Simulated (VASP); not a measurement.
# Rh (Cmcm) in VASP: single point with PBE

Aim: the single point of Rh with PBE.

All numbers are computed with VASP 6.6.1; they aren't measurements. Logs are shortened: lines on timing, memory, paths and dates and some standing lists are left out, and cuts for length are marked.

**1. The cell of the first run**

The typed cell holds 4 atoms: a = 2.722 Å, b = 4.391 Å, c = 4.719 Å, α = 90.00°, β = 90.00°, γ = 90.00°.

**2. Single point, PBE**

File INCAR:

```
SYSTEM = Rh
ALGO = Normal ; EDIFF = 1E-6
ENCUT = 520 ; GGA = PE
ISIF = 2 ; ISMEAR = 0
LASPH = .True. ; LCHARG = .False.
LREAL = .False. ; LWAVE = .False.
NBANDS = 38 ; NELM = 100
PREC = Accurate ; SIGMA = 0.1
```

File KPOINTS:

```
k-points
0
Gamma
  16 10 10
  0 0 0
```

File POSCAR:

```
Rh
1.0
    1.3611006793      2.3574955308      0.0000000000
    0.0000000000      0.0000000000      4.3910522028
    4.0866721855     -2.3594412863      0.0000000000
Rh
4
Direct
    0.5000000000      0.7500000000      0.1665806576
    1.0000000000      0.7500000000      0.6665806576
    0.5000000000      0.2500000000      0.8334193424
    0.0000000000      0.2500000000      0.3334193424
```

Potentials or basis: VASP PAW PBE potentials, release 64 (Rh_pv).

Command:

```bash
$ cat potpaw_PBE.64/Rh_pv/POTCAR > POTCAR
$ mpirun -np 1 vasp_std > vasp.out
```

OUTCAR:

```text
SYSTEM = Rh
   EDIFF = 1E-6
   ENCUT = 520
   GGA = PE
   ISIF = 2
   ISMEAR = 0
   LASPH = .True.
   LREAL = .False.
   NELM = 100
   PREC = Accurate

 ion  position               nearest neighbor table
   1  0.500  0.750  0.167-   3 2.70   3 2.70   4 2.70   4 2.70   4 2.70   4 2.70   2 2.72   2 2.72
                             2 2.72   2 2.72
   2  0.000  0.750  0.667-   4 2.70   4 2.70   3 2.70   3 2.70   3 2.70   3 2.70   1 2.72   1 2.72
                             1 2.72   1 2.72
   3  0.500  0.250  0.833-   1 2.70   1 2.70   2 2.70   2 2.70   2 2.70   2 2.70   4 2.72   4 2.72
                             4 2.72   4 2.72
   4  0.000  0.250  0.333-   2 2.70   2 2.70   1 2.70   1 2.70   1 2.70   1 2.70   3 2.72   3 2.72
                             3 2.72   3 2.72

  LATTYP: Found a simple orthorhombic cell.
 ALAT       =     2.7222013586
 B/A-ratio  =     1.6130519474
 C/A-ratio  =     1.7334803532

  Lattice vectors:

 A1 = (   1.3611006793,   2.3574955308,   0.0000000000)
 A2 = (   0.0000000000,   0.0000000000,   4.3910522028)
 A3 = (   4.0866721855,  -2.3594412863,   0.0000000000)

Analysis of symmetry for initial positions (statically):
=====================================================================
 Subroutine PRICEL returns following result:

  LATTYP: Found a base centered orthorhombic cell.
 ALAT       =     2.7222013586
 B/A-ratio  =     1.7334803532
 C/A-ratio  =     1.6130519474

  Lattice vectors:

 A1 = (   2.7238864324,  -0.0009728777,   0.0000000000)
 A2 = (  -1.3627857531,   2.3584684086,   0.0000000000)
 A3 = (   0.0000000000,   0.0000000000,   4.3910522028)

   2 primitive cells build up your supercell.

 Routine SETGRP: Setting up the symmetry group for a
 simple orthorhombic supercell.

 Subroutine GETGRP returns: Found  8 space group operations
 (whereof  4 operations were pure point group operations)
 out of a pool of  8 trial point group operations.

The static configuration has the point symmetry C_2h.
 The point group associated with its full space group is D_2h.

Analysis of symmetry for dynamics (positions and initial velocities):
=====================================================================
 Subroutine PRICEL returns following result:

  LATTYP: Found a base centered orthorhombic cell.
 ALAT       =     2.7222013586
 B/A-ratio  =     1.7334803532
 C/A-ratio  =     1.6130519474

  Lattice vectors:

 A1 = (   2.7238864324,  -0.0009728777,   0.0000000000)
 A2 = (  -1.3627857531,   2.3584684086,   0.0000000000)
 A3 = (   0.0000000000,   0.0000000000,   4.3910522028)

   2 primitive cells build up your supercell.

 Routine SETGRP: Setting up the symmetry group for a
 simple orthorhombic supercell.

 Subroutine GETGRP returns: Found  8 space group operations
 (whereof  4 operations were pure point group operations)
 out of a pool of  8 trial point group operations.

The dynamic configuration has the point symmetry C_2h.
 The point group associated with its full space group is D_2h.

 Subroutine INISYM returns: Found  8 space group operations
 (whereof  4 operations are pure point group operations),
 and found     2 'primitive' translations

----------------------------------------------------------------------------------------

                                     Primitive cell

  volume of cell :      28.2032

  direct lattice vectors                    reciprocal lattice vectors
     2.723886432 -0.000972878  0.000000000     0.367198283  0.212176931  0.000000000
    -1.362785753  2.358468409  0.000000000     0.000151471  0.424091507  0.000000000
     0.000000000  0.000000000  4.391052203     0.000000000  0.000000000  0.227735849

  length of vectors
     2.723886606  2.723886606  4.391052203     0.424091534  0.424091534  0.227735849

  position of ions in fractional coordinates (direct lattice)
     0.666580658  0.333419342  0.750000000
     0.333419342  0.666580658  0.250000000

  ion indices of the primitive-cell ions
   primitive index   ion index
                 1           1
                 2           3

----------------------------------------------------------------------------------------

 KPOINTS: k-points

Automatic generation of k-mesh.
 Grid dimensions read from file:
 generate k-points for:   16   10   10

 Generating k-lattice:

  Cartesian coordinates                     Fractional coordinates (reciprocal lattice)
     0.011479680  0.019883389  0.000000000     0.062500000  0.000000000  0.000000000
     0.000000000  0.000000000  0.022773585     0.000000000  0.100000000  0.000000000
     0.018352341 -0.010595729  0.000000000     0.000000000  0.000000000  0.100000000

  Length of vectors
     0.022959360  0.022773585  0.021191458

  Shift w.r.t. Gamma in fractional coordinates (k-lattice)
     0.000000000  0.000000000  0.000000000

 Subroutine IBZKPT returns following result:
 ===========================================

 Found    324 irreducible k-points:

 Following reciprocal coordinates:
            Coordinates               Weight
  0.000000  0.000000  0.000000      1.000000
  0.062500  0.000000  0.000000      2.000000
  0.125000  0.000000  0.000000      2.000000
  0.187500  0.000000  0.000000      2.000000
  0.250000  0.000000  0.000000      2.000000
  0.312500  0.000000 -0.000000      2.000000
[... 16 lines left out ...]
  0.250000  0.200000  0.000000      4.000000
  0.312500  0.200000 -0.000000      4.000000
 [... further k-points ...]
   k-points           NKPTS =    324   k-points in BZ     NKDIM =    324   number of bands    NBANDS=     38
   number of dos      NEDOS =    301   number of ions     NIONS =      4
   total plane-waves  NPLWV =  25920
   dimension x,y,z NGX =    20 NGY =   36 NGZ =   36
   dimension x,y,z NGXF=    40 NGYF=   72 NGZF=   72
   ions per type =               4
   NGX,Y,Z   is equivalent  to a cutoff of  12.21, 13.63, 12.68 a.u.
   NGXF,Y,Z  is equivalent  to a cutoff of  24.43, 27.26, 25.37 a.u.
 SYSTEM =  Rh
   PREC   = accura    normal or accurate (medium, high low for compatibility)
   ISTART =      0    job   : 0-new  1-cont  2-samecut
   ICHARG =      2    charge: 1-file 2-atom 10-const
   ISPIN  =      1    spin polarized calculation?
   LNONCOLLINEAR =      F non collinear calculations
   LSORBIT =      F    spin-orbit coupling
   LASPH  =      T    aspherical Exc in radial PAW
   ENCUT  =  520.0 eV  38.22 Ry    6.18 a.u.   5.06  8.16  8.77*2*pi/ulx,y,z
   NELM   =    100;   NELMIN=  2; NELMDL= -5     # of ELM steps
   EDIFF  = 0.1E-05   stopping-criterion for ELM
   LREAL  =      F    real-space projection
   EDIFFG = 0.1E-04   stopping-criterion for IOM
   NSW    =      0    number of steps for IOM
   IBRION =     -1    ionic relax: 0-MD 1-quasi-New 2-CG
   NFREE  =      0    steps in history (QN), initial steepest desc. (CG)
   ISIF   =      2    stress and relaxation
   ISYM   =      2    0-nonsym 1-usesym 2-fastsym
   POTIM  = 0.5000    time-step for ionic-motion
   TEBEG  =    0.0;   TEEND  =   0.0 temperature during run
   PSTRESS=    0.0 pullay stress
   NELECT =      60.0000    total number of electrons
   NUPDOWN=      -1.0000    fix difference up-down
   EMIN   =  10.00;   EMAX   =-10.00  energy-range for DOS
   EFERMI =   0.00;   METHOD = LEGACY
   ISMEAR =     0;   SIGMA  =   0.10  broadening in eV -4-tet -1-fermi 0-gaus
   EFERMI_NEDOS =   21; number of points for ismear=-14 and -15
   IALGO  =     38    algorithm
   IMIX   =      4    mixing-type and parameters
     AMIX     =   0.40;   BMIX     =  1.00
     AMIX_MAG =   1.60;   BMIX_MAG =  1.00
  volume/ion in A,a.u.               =      14.10        95.16
  Fermi-wavevector in a.u.,A,eV,Ry     =   1.671152  3.158019 37.997649  2.792748
  Thomas-Fermi vector in A             =   2.756524
   LORBIT       =      0    0 simple, 1 ext, 2 COOP (PROOUT), +10 PAW based schemes
   GGA     = PE    functional components
   LHFCALC =     F    Hartree Fock is set to
   AEXX    =    0.0000 exact exchange contribution
   IVDW    =     0    specifies the selected vdW correction
   LEPSILON=     F    determine dielectric tensor
   LRPA    =     F    only Hartree local field effects (RPA)
 non-spin polarized calculation
 Gauss-broadening in eV      SIGMA  =   0.10
  energy-cutoff  :      520.00
  volume of cell :       56.41
 maximum number of plane-waves:      1548
   NGX = 11   NGY = 17   NGZ = 17

 number of electron      60.0000015 magnetization

 Free energy of the ion-electron system (eV)
  ---------------------------------------------------
  ext. energy  EPLUGINS =         0.00000000
  ---------------------------------------------------
  free energy    TOTEN  =       -28.89891064 eV

  energy without entropy =      -28.86491864  energy(sigma->0) =      -28.88191464

 E-fermi :  11.5482     XC(G=0): -13.8669

 val. band max:       11.5479879796   @ k =   0.1875   0.0000   0.5000
 cond. band min:      11.5484326381   @ k =   0.0625   0.3000   0.2000
 fundamental gap:      0.0004446585
 Fermi energy:        11.5481900185

 k-point     1 :       0.0000    0.0000    0.0000
  band No.  band energies     occupation
      1     -35.5735      2.00000
      2     -35.4566      2.00000
      3     -35.3481      2.00000
      4     -35.2767      2.00000
      5     -35.1158      2.00000
      6     -35.0520      2.00000
[... 30 lines left out ...]
     37      19.9630      0.00000
     38      21.7089      0.00000

 k-point     2 :       0.0625    0.0000    0.0000
  band No.  band energies     occupation
      1     -35.5672      2.00000
      2     -35.4511      2.00000
      3     -35.3427      2.00000
      4     -35.2718      2.00000
      5     -35.1262      2.00000
      6     -35.0557      2.00000
[... 30 lines left out ...]
     37      19.9539      0.00000
     38      21.8196      0.00000

 k-point     3 :       0.1250    0.0000    0.0000
  band No.  band energies     occupation
      1     -35.5488      2.00000
      2     -35.4351      2.00000
      3     -35.3272      2.00000
      4     -35.2575      2.00000
      5     -35.1553      2.00000
      6     -35.0667      2.00000
[... 30 lines left out ...]
     37      19.9296      0.00000
     38      22.1669      0.00000

 k-point     4 :       0.1875    0.0000    0.0000
  band No.  band energies     occupation
      1     -35.5193      2.00000
      2     -35.4104      2.00000
      3     -35.3033      2.00000
      4     -35.2346      2.00000
      5     -35.1966      2.00000
      6     -35.0851      2.00000
[... 30 lines left out ...]
     37      19.9022      0.00000
     38      21.3176      0.00000
[... 703 lines left out ...]
      4     -35.2403      2.00000
      5     -35.1208      2.00000
      6     -35.0984      2.00000
[... 30 lines left out ...]
     37      21.9535      0.00000
     38      21.9811      0.00000

 k-point    23 :       0.2500    0.2000    0.0000
  band No.  band energies     occupation
      1     -35.4448      2.00000
      2     -35.4015      2.00000
      3     -35.3377      2.00000
      4     -35.2830      2.00000
      5     -35.1429      2.00000
      6     -35.1238      2.00000
[... 30 lines left out ...]
     37      20.3975      0.00000
     38      22.2022      0.00000

 k-point    24 :       0.3125    0.2000   -0.0000
  band No.  band energies     occupation
      1     -35.4209      2.00000
      2     -35.3543      2.00000
      3     -35.3323      2.00000
      4     -35.3273      2.00000
      5     -35.2041      2.00000
      6     -35.1704      2.00000
[... 30 lines left out ...]
     37      18.8344      0.00000
     38      22.5530      0.00000

 [... further k-points ...]

------------------------ aborting loop because EDIFF is reached ----------------------------------------

  FORCE on cell =-STRESS in cart. coord.  units (eV):
  Direction    XX          YY          ZZ          XY          YZ          ZX
  --------------------------------------------------------------------------------------
  -------------------------------------------------------------------------------------
  Total       -0.0024019      0.0094562     -0.0135851      0.0102695      0.0000000      0.0000000
  in kB       -0.0682248      0.2685963     -0.3858726      0.2916956      0.0000000      0.0000000
  external PRESSURE =      -0.0618337 kB  Pullay stress =       0.0000000 kB

 VOLUME and BASIS-vectors are now :
 -----------------------------------------------------------------------------
  energy-cutoff  :      520.00
  volume of cell :       56.41
      direct lattice vectors                 reciprocal lattice vectors
     1.361100679  2.357495531  0.000000000     0.183674877  0.318134219  0.000000000
     0.000000000  0.000000000  4.391052203     0.000000000  0.000000000  0.227735849
     4.086672186 -2.359441286  0.000000000     0.183523406 -0.105957288  0.000000000

 POSITION                                       TOTAL-FORCE (eV/Angst)
 -----------------------------------------------------------------------------------
      1.36131      0.78571      3.29329         0.000251     -0.000145     -0.000000
      2.72410     -1.57276      3.29329         0.000251     -0.000145     -0.000000
      4.08646     -0.78766      1.09776        -0.000251      0.000145      0.000000
      1.36258     -0.78668      1.09776        -0.000251      0.000145     -0.000000
 -----------------------------------------------------------------------------------
    total drift:                                0.000000     -0.000000      0.000000

  FREE ENERGIE OF THE ION-ELECTRON SYSTEM (eV)
  ---------------------------------------------------
  free  energy   TOTEN  =       -28.8989106414 eV

  energy  without entropy=      -28.8649186404  energy(sigma->0) =      -28.88191464
```

Wall time 11 min (1 thread of AMD EPYC 7R43 (Zen 3), shared host); peak memory 0.49 GiB.

Results:

```
Free energy            : -28.8989 eV
Pressure               : 0.0 GPa
Band gap on the k mesh : zero (band 30 reaches 12.14 eV, above the bottom of band 31 at 10.41 eV)
```

Levels at points of the mesh, in eV from the Fermi level:
| k point | band 28 | band 29 | band 30 | band 31 | band 32 | band 33 |
| --- | --- | --- | --- | --- | --- | --- |
| (0.00, 0.00, 0.00) | -1.87 | 0.11 | 0.12 | 0.38 | 0.60 | 0.68 |
| (0.50, 0.00, 0.00) | -0.86 | 0.28 | 0.28 | 0.40 | 0.40 | 2.70 |
| (0.00, 0.50, 0.00) | -0.44 | -0.43 | -0.43 | -0.30 | -0.30 | 0.56 |
| (0.50, 0.50, 0.00) | -1.92 | 0.48 | 0.48 | 0.48 | 0.48 | 4.03 |
| (0.00, 0.00, 0.50) | -1.46 | -1.41 | -1.41 | -1.09 | -1.09 | 0.45 |
| (0.50, 0.00, 0.50) | 0.38 | 0.60 | 0.60 | 0.68 | 0.68 | 2.94 |
| (0.00, 0.50, 0.50) | -2.02 | -0.43 | -0.43 | -0.43 | -0.43 | 0.65 |
| (0.50, 0.50, 0.50) | -0.30 | 0.56 | 0.56 | 0.56 | 0.56 | 2.63 |
